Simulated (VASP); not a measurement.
Here is a VASP 6.6.1 calculation.

Contents of INCAR:

```
SYSTEM = TaN
PREC = Accurate
ENCUT = 520
EDIFF = 1E-6
ISMEAR = -1
SIGMA = 0.05
LREAL = Auto
LASPH = .True.
NELM = 100
ALGO = Normal
ISIF = 2
LWAVE = .False.
LCHARG = .False.
GGA = PE
NBANDS = 87
```

KPOINTS

```
Automatic mesh
0
Gamma
  2 2 2
  0.5 0.5 0.5
```

The input POSCAR:

```
TaN
1.0
    0.0000000000      5.1056696099      2.8925781435
   -4.4216395855     -2.5528348050      2.8925781435
    4.4216395855     -2.5528348050      2.8925781435
Ta N
9 9
Direct
    0.3871749448      0.7227943385      0.3930888137
    0.7188084046      0.7222102199      0.0598722018
    0.3760752731      0.3819902028      0.7226136233
    0.3934836372      0.0600006319      0.0522057858
    0.7228723177      0.3847607895      0.3926734652
    0.0593216456      0.7248548184      0.7237174575
    0.0578680795      0.3893657165      0.0553133879
    0.7226878997      0.0587968659      0.7093451398
    0.0625791836      0.0542025661      0.3929296313
    0.3311920892      0.6698823366     -0.0080308994
    0.6672684867      0.6593153133      0.6652237551
    0.3256864135      0.3357116817      0.3289028952
    0.3305278004      0.0019660499      0.6628821973
    0.6731397917      0.3499952416      0.0025596421
    0.0016599123      0.6659478159      0.3419560087
   -0.0030708779      0.3265853245      0.6578744248
    0.6609000053      1.0028069328      0.3256076853
    0.0014426004      1.0010162472      0.0002947017
```

Potentials or basis: VASP PAW PBE potentials, release 64 (Ta_pv, N).

The run is started by

```bash
$ cat potpaw_PBE.64/Ta_pv/POTCAR potpaw_PBE.64/N/POTCAR > POTCAR
$ mpirun -np 1 vasp_std > vasp.out
```

**Question.** Estimate the largest force.

**Answer.** 2.684 eV/Å.

**Question.** What does it give for the pressure?

**Answer.** 3.1 GPa.

**Question.** Estimate the band gap on the k mesh.

**Answer.** 1.03 eV.

Forces on the atoms (eV/Å):
```
Ta  -0.310  0.699 -0.398
Ta  -1.003  0.739  0.139
Ta  -1.262  1.357  1.942
Ta   0.366 -0.547 -0.312
Ta  -1.367 -0.389 -0.006
Ta   0.188 -0.767 -0.703
Ta   0.074 -0.606 -0.297
Ta   1.930 -0.607  0.711
Ta  -1.092 -0.430 -1.602
N    0.690 -0.007  0.386
N   -0.236 -0.518  0.257
N    0.434  0.531  0.417
N    0.478  0.344  0.210
N    0.880  0.209 -1.267
N   -0.470  0.160 -0.455
N    0.169 -0.448  0.727
N    0.607  0.296  0.367
N   -0.075 -0.017 -0.114
```

Caveat: the k points lie up to 0.55 Å⁻¹ apart; spin-orbit coupling is left out, which moves the levels of the heavy elements; forces of over 1 eV/Å act on the atoms, so gaps and moduli don't describe the material at rest. A k mesh can miss the band edges.
